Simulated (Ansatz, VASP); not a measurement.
**Two plane-wave programs on ZrNb2N4**

Contents of INCAR:

```
  ALGO = Normal
  EDIFF = 1E-6
  EDIFFG = -0.01
  ENCUT = 600
  GGA = PE
  IBRION = 2
  ISIF = 3
  ISMEAR = 0
  LASPH = T
  LCHARG = F
  LREAL = F
  LWAVE = F
  NELM = 60
  NSW = 100
  PREC = Accurate
  SIGMA = 0.1
```

KPOINTS

```
k-points
0
Gamma
  6 6 10
```

File POSCAR:

```
ZrNb2N4
1.0
    3.0847655716     -4.2894112326      0.0000000000
    3.0847655716      4.2894112326      0.0000000000
    0.0000000000      0.0000000000      3.1909743983
Zr Nb N
1 2 4
Direct
    0.0000000000      0.0000000000      0.0000000000
    0.5000000000      0.0000000000      0.5000000000
    0.0000000000      0.5000000000      0.5000000000
    0.2387622464      0.2387622464      0.5000000000
    0.7612377536      0.7612377536      0.5000000000
    0.7450785901      0.2549214099      0.0000000000
    0.2549214099      0.7450785901      0.0000000000
```

Input for Ansatz:

```yaml
crystal:
  lattice:
    - [3.0847655716, -4.2894112326, 0.0]
    - [3.0847655716, 4.2894112326, 0.0]
    - [0.0, 0.0, 3.1909743983]
  atoms:
    - { symbol: Zr, position: [0.0, 0.0, 0.0] }
    - { symbol: Nb, position: [0.5, 0.0, 0.5] }
    - { symbol: Nb, position: [0.0, 0.5, 0.5] }
    - { symbol: "N", position: [0.2387622464, 0.2387622464, 0.5] }
    - { symbol: "N", position: [0.7612377536, 0.7612377536, 0.5] }
    - { symbol: "N", position: [0.7450785901, 0.2549214099, 0.0] }
    - { symbol: "N", position: [0.2549214099, 0.7450785901, 0.0] }
basis:
  ecutwfc: 420
kpoints:
  mp_grid: { grid: [6, 6, 10] }
hamiltonian:
  xc: pbe
scf:
  occupations: { method: gaussian, width: 0.1 }
output:
  forces: true
  stress: true
  eigenvalues: true
  write_density: true
  write_potential: true
  elf: true
  volumetric_format: npy
relax:
  adjacent_minimum: "off"
  f_tol: 0.01
  max_steps: 80
  cell: { stress_tol: 0.05 }
```

Change from the starting cell: species swapped into the Li2FeBr4 type (Cmmm, No. 65).

Alike in both runs: task relaxation of cell and atoms; functional PBE; k mesh 6 × 6 × 10; occupations gaussian, width 0.1 eV; no spin polarisation.

|  | VASP | Ansatz |
| --- | --- | --- |
| version | VASP 6.6.1 | Ansatz 0.2.0 |
| potentials or method | VASP PAW PBE potentials, release 64 (Zr_sv, Nb_sv, N), cutoff 600 eV | scalar-relativistic, plane waves, PAW |
| valence electrons in the cell | 58 | 58 |

|  | VASP | Ansatz | Ansatz less VASP |
| --- | --- | --- | --- |
| gap on the k mesh at the Fermi level, each at its own relaxed structure (eV) | none | none | - |
| relaxed volume (Å³/atom) | 12.06 | 12.09 | +0.022 |
| relaxed cell length with the largest relative difference (Å) | 5.289 | 5.292 | +0.0031 |

A gap of «none» marks a metal or a gap that the smearing closes.
